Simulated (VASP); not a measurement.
# Si (Fd-3m) in VASP: single point with PBEsol

Aim: the single point of Si with PBEsol.

All numbers are computed with VASP 6.6.1; they aren't measurements. Logs are shortened: lines on timing, memory, paths and dates and some standing lists are left out, and cuts for length are marked.

### Step 1. The cell of the first run

Symmetry: Fd-3m, No. 227, cubic system. Conventional cell: a = 5.435 Å, b = 5.435 Å, c = 5.435 Å, α = 90.00°, β = 90.00°, γ = 90.00°. Si (site symmetry -43m) has 4 Si at 2.35 Å within 3.1 Å.

### Step 2. Single point, PBEsol

INCAR reads:

```
SYSTEM = Si
PREC = Accurate
ENCUT = 500
EDIFF = 1E-6
ISMEAR = 0
SIGMA = 0.02
LREAL = .False.
LASPH = .True.
NELM = 120
ALGO = Normal
ISIF = 2
LWAVE = .False.
LCHARG = .False.
GGA = PS
NBANDS = 11
GGA_COMPAT = .False.
```

KPOINTS reads:

```
Automatic mesh
0
Gamma
  10 10 10
  0 0 0
```

POSCAR reads:

```
Si
1.0
    0.0000000000      2.7176466806      2.7176466806
    2.7176466806      0.0000000000      2.7176466806
    2.7176466806      2.7176466806      0.0000000000
Si
2
Direct
    0.0000000000      0.0000000000      0.0000000000
    0.2500000000      0.2500000000      0.2500000000
```

Potentials or basis: VASP PAW PBE potentials, release 64 (Si).

Command:

```console
> cat potpaw_PBE.64/Si/POTCAR > POTCAR
> mpirun -np 1 vasp_std > vasp.out
```

OUTCAR:

```text
SYSTEM = Si
   PREC = Accurate
   ENCUT = 500
   EDIFF = 1E-6
   ISMEAR = 0
   LREAL = .False.
   LASPH = .True.
   NELM = 120
   ISIF = 2
   GGA = PS

 ion  position               nearest neighbor table
   1  0.000  0.000  0.000-   2 2.35   2 2.35   2 2.35   2 2.35
   2  0.250  0.250  0.250-   1 2.35   1 2.35   1 2.35   1 2.35

  LATTYP: Found a face centered cubic cell.
 ALAT       =     5.4352933612

  Lattice vectors:

 A1 = (   0.0000000000,   2.7176466806,   2.7176466806)
 A2 = (   2.7176466806,   0.0000000000,   2.7176466806)
 A3 = (   2.7176466806,   2.7176466806,   0.0000000000)

Analysis of symmetry for initial positions (statically):
=====================================================================
 Subroutine PRICEL returns:
 Original cell was already a primitive cell.

 Routine SETGRP: Setting up the symmetry group for a
 face centered cubic supercell.

 Subroutine GETGRP returns: Found 48 space group operations
 (whereof 24 operations were pure point group operations)
 out of a pool of 48 trial point group operations.

The static configuration has the point symmetry T_d .
 The point group associated with its full space group is O_h .

Analysis of symmetry for dynamics (positions and initial velocities):
=====================================================================
 Subroutine PRICEL returns:
 Original cell was already a primitive cell.

 Routine SETGRP: Setting up the symmetry group for a
 face centered cubic supercell.

 Subroutine GETGRP returns: Found 48 space group operations
 (whereof 24 operations were pure point group operations)
 out of a pool of 48 trial point group operations.

The dynamic configuration has the point symmetry T_d .
 The point group associated with its full space group is O_h .

 Subroutine INISYM returns: Found 48 space group operations
 (whereof 24 operations are pure point group operations),
 and found     1 'primitive' translations

----------------------------------------------------------------------------------------

                                     Primitive cell

  volume of cell :      40.1429

  direct lattice vectors                    reciprocal lattice vectors
     0.000000000  2.717646681  2.717646681    -0.183982710  0.183982710  0.183982710
     2.717646681  0.000000000  2.717646681     0.183982710 -0.183982710  0.183982710
     2.717646681  2.717646681  0.000000000     0.183982710  0.183982710 -0.183982710

  length of vectors
     3.843332793  3.843332793  3.843332793     0.318667401  0.318667401  0.318667401

  position of ions in fractional coordinates (direct lattice)
     0.000000000  0.000000000  0.000000000
     0.250000000  0.250000000  0.250000000

  ion indices of the primitive-cell ions
   primitive index   ion index
                 1           1
                 2           2

----------------------------------------------------------------------------------------

 KPOINTS: Automatic mesh

Automatic generation of k-mesh.
 Grid dimensions read from file:
 generate k-points for:   10   10   10

 Generating k-lattice:

  Cartesian coordinates                     Fractional coordinates (reciprocal lattice)
    -0.018398271  0.018398271  0.018398271     0.100000000  0.000000000  0.000000000
     0.018398271 -0.018398271  0.018398271     0.000000000  0.100000000  0.000000000
     0.018398271  0.018398271 -0.018398271     0.000000000  0.000000000  0.100000000

  Length of vectors
     0.031866740  0.031866740  0.031866740

  Shift w.r.t. Gamma in fractional coordinates (k-lattice)
     0.000000000  0.000000000  0.000000000

 Subroutine IBZKPT returns following result:
 ===========================================

 Found     47 irreducible k-points:

 Following reciprocal coordinates:
            Coordinates               Weight
  0.000000  0.000000  0.000000      1.000000
  0.100000  0.000000  0.000000      8.000000
  0.200000  0.000000  0.000000      8.000000
  0.300000  0.000000  0.000000      8.000000
  0.400000  0.000000  0.000000      8.000000
  0.500000  0.000000  0.000000      4.000000
[... 16 lines left out ...]
  0.300000  0.300000  0.000000      6.000000
  0.400000  0.300000  0.000000     24.000000
 [... further k-points ...]
   k-points           NKPTS =     47   k-points in BZ     NKDIM =     47   number of bands    NBANDS=     11
   number of dos      NEDOS =    301   number of ions     NIONS =      2
   total plane-waves  NPLWV =  21952
   dimension x,y,z NGX =    28 NGY =   28 NGZ =   28
   dimension x,y,z NGXF=    56 NGYF=   56 NGZF=   56
   ions per type =               2
   NGX,Y,Z   is equivalent  to a cutoff of  12.11, 12.11, 12.11 a.u.
   NGXF,Y,Z  is equivalent  to a cutoff of  24.22, 24.22, 24.22 a.u.
 SYSTEM =  Si
   PREC   = accura    normal or accurate (medium, high low for compatibility)
   ISTART =      0    job   : 0-new  1-cont  2-samecut
   ICHARG =      2    charge: 1-file 2-atom 10-const
   ISPIN  =      1    spin polarized calculation?
   LNONCOLLINEAR =      F non collinear calculations
   LSORBIT =      F    spin-orbit coupling
   LASPH  =      T    aspherical Exc in radial PAW
   ENCUT  =  500.0 eV  36.75 Ry    6.06 a.u.   7.01  7.01  7.01*2*pi/ulx,y,z
   NELM   =    120;   NELMIN=  2; NELMDL= -5     # of ELM steps
   EDIFF  = 0.1E-05   stopping-criterion for ELM
   LREAL  =      F    real-space projection
   EDIFFG = 0.1E-04   stopping-criterion for IOM
   NSW    =      0    number of steps for IOM
   IBRION =     -1    ionic relax: 0-MD 1-quasi-New 2-CG
   NFREE  =      0    steps in history (QN), initial steepest desc. (CG)
   ISIF   =      2    stress and relaxation
   ISYM   =      2    0-nonsym 1-usesym 2-fastsym
   POTIM  = 0.5000    time-step for ionic-motion
   TEBEG  =    0.0;   TEEND  =   0.0 temperature during run
   PSTRESS=    0.0 pullay stress
   NELECT =       8.0000    total number of electrons
   NUPDOWN=      -1.0000    fix difference up-down
   EMIN   =  10.00;   EMAX   =-10.00  energy-range for DOS
   EFERMI =   0.00;   METHOD = LEGACY
   ISMEAR =     0;   SIGMA  =   0.02  broadening in eV -4-tet -1-fermi 0-gaus
   EFERMI_NEDOS =   21; number of points for ismear=-14 and -15
   IALGO  =     38    algorithm
   IMIX   =      4    mixing-type and parameters
     AMIX     =   0.40;   BMIX     =  1.00
     AMIX_MAG =   1.60;   BMIX_MAG =  1.00
  volume/ion in A,a.u.               =      20.07       135.45
  Fermi-wavevector in a.u.,A,eV,Ry     =   0.956244  1.807038 12.441190  0.914402
  Thomas-Fermi vector in A             =   2.085154
   LORBIT       =      0    0 simple, 1 ext, 2 COOP (PROOUT), +10 PAW based schemes
   GGA     = PS    functional components
   LHFCALC =     F    Hartree Fock is set to
   AEXX    =    0.0000 exact exchange contribution
   IVDW    =     0    specifies the selected vdW correction
   LEPSILON=     F    determine dielectric tensor
   LRPA    =     F    only Hartree local field effects (RPA)
 non-spin polarized calculation
 Gauss-broadening in eV      SIGMA  =   0.02
  energy-cutoff  :      500.00
  volume of cell :       40.14
 maximum number of plane-waves:      1034
   NGX = 13   NGY = 13   NGZ = 13

 number of electron       8.0000001 magnetization

 Free energy of the ion-electron system (eV)
  ---------------------------------------------------
  ext. energy  EPLUGINS =         0.00000000
  ---------------------------------------------------
  free energy    TOTEN  =       -11.49265373 eV

  energy without entropy =      -11.49265373  energy(sigma->0) =      -11.49265373

 E-fermi :   5.9287     XC(G=0):  -9.5439

 val. band max:        5.7644254808   @ k =   0.0000   0.0000   0.0000
 cond. band min:       6.2353141379   @ k =   0.4000   0.4000   0.0000
 fundamental gap:      0.4708886571
 Fermi energy:         5.9286780173

 k-point     1 :       0.0000    0.0000    0.0000
  band No.  band energies     occupation
      1      -6.2085      2.00000
      2       5.7644      2.00000
      3       5.7644      2.00000
      4       5.7644      2.00000
      5       8.2807      0.00000
      6       8.2807      0.00000
      7       8.2807      0.00000
      8       9.0597      0.00000
      9      13.4514      0.00000
     10      13.4514      0.00000
     11      13.4644      0.00000

 k-point     2 :       0.1000    0.0000    0.0000
  band No.  band energies     occupation
      1      -6.0774      2.00000
      2       4.6080      2.00000
      3       5.5638      2.00000
      4       5.5638      2.00000
      5       8.2791      0.00000
      6       8.5751      0.00000
      7       8.5751      0.00000
      8       9.9899      0.00000
      9      13.0780      0.00000
     10      13.0780      0.00000
     11      14.0158      0.00000

 k-point     3 :       0.2000    0.0000    0.0000
  band No.  band energies     occupation
      1      -5.6901      2.00000
      2       2.7378      2.00000
      3       5.1811      2.00000
      4       5.1811      2.00000
      5       7.9121      0.00000
      6       9.0822      0.00000
      7       9.0822      0.00000
      8      11.7394      0.00000
      9      12.7498      0.00000
     10      12.7498      0.00000
     11      14.6912      0.00000

 k-point     4 :       0.3000    0.0000    0.0000
  band No.  band energies     occupation
      1      -5.0729      2.00000
      2       0.9466      2.00000
      3       4.8461      2.00000
      4       4.8461      2.00000
      5       7.5449      0.00000
      6       9.2432      0.00000
      7       9.2432      0.00000
      8      13.2748      0.00000
      9      13.2953      0.00000
     10      13.2953      0.00000
     11      14.4797      0.00000
[... 239 lines left out ...]
 k-point    22 :      -0.2000    0.2000    0.0000
  band No.  band energies     occupation
      1      -4.8566      2.00000
      2       1.2796      2.00000
      3       2.7272      2.00000
      4       4.9167      2.00000
      5       8.5893      0.00000
      6       9.7088      0.00000
      7      10.0018      0.00000
      8      11.4087      0.00000
      9      11.8034      0.00000
     10      16.3236      0.00000
     11      16.4909      0.00000

 k-point    23 :       0.3000    0.3000    0.0000
  band No.  band energies     occupation
      1      -4.6565      2.00000
      2       1.3470      2.00000
      3       3.5203      2.00000
      4       3.5203      2.00000
      5       6.5258      0.00000
      6       8.0646      0.00000
      7      12.3718      0.00000
      8      12.3718      0.00000
      9      14.8151      0.00000
     10      15.1881      0.00000
     11      18.0242      0.00000

 k-point    24 :       0.4000    0.3000    0.0000
  band No.  band energies     occupation
      1      -4.0422      2.00000
      2       0.3410      2.00000
      3       2.8811      2.00000
      4       3.3154      2.00000
      5       6.7134      0.00000
      6       7.9005      0.00000
      7      12.6639      0.00000
      8      12.7847      0.00000
      9      16.1971      0.00000
     10      16.4562      0.00000
     11      17.7917      0.00000

 [... further k-points ...]
[... 5 lines left out ...]
  --------------------------------------------------------------------------------------
  -------------------------------------------------------------------------------------
  Total        0.0059786      0.0059786      0.0059786     -0.0000000      0.0000000      0.0000000
  in kB        0.2386156      0.2386156      0.2386156     -0.0000000      0.0000000      0.0000000
  external PRESSURE =       0.2386156 kB  Pullay stress =       0.0000000 kB

 VOLUME and BASIS-vectors are now :
 -----------------------------------------------------------------------------
  energy-cutoff  :      500.00
  volume of cell :       40.14
      direct lattice vectors                 reciprocal lattice vectors
     0.000000000  2.717646681  2.717646681    -0.183982710  0.183982710  0.183982710
     2.717646681  0.000000000  2.717646681     0.183982710 -0.183982710  0.183982710
     2.717646681  2.717646681  0.000000000     0.183982710  0.183982710 -0.183982710

 POSITION                                       TOTAL-FORCE (eV/Angst)
 -----------------------------------------------------------------------------------
      0.00000      0.00000      0.00000         0.000000      0.000000      0.000000
      1.35882      1.35882      1.35882        -0.000000     -0.000000     -0.000000
 -----------------------------------------------------------------------------------
    total drift:                                0.000000      0.000000     -0.000000

  FREE ENERGIE OF THE ION-ELECTRON SYSTEM (eV)
  ---------------------------------------------------
  free  energy   TOTEN  =       -11.4926537294 eV

  energy  without entropy=      -11.4926537294  energy(sigma->0) =      -11.49265373
```

Run time: 15 s. Hardware: 1 thread of Intel Xeon Platinum 8488C (Sapphire Rapids), shared host; peak memory 0.15 GiB.

What came out:

* Free energy: -11.4927 eV
* Pressure: 0.0 GPa
* Band gap on the k mesh: 0.47 eV, indirect (least direct gap 2.52 eV)

Caveat: the PAW data sets were made with another functional, which shifts forces and pressure a little. A k mesh can miss the band edges.
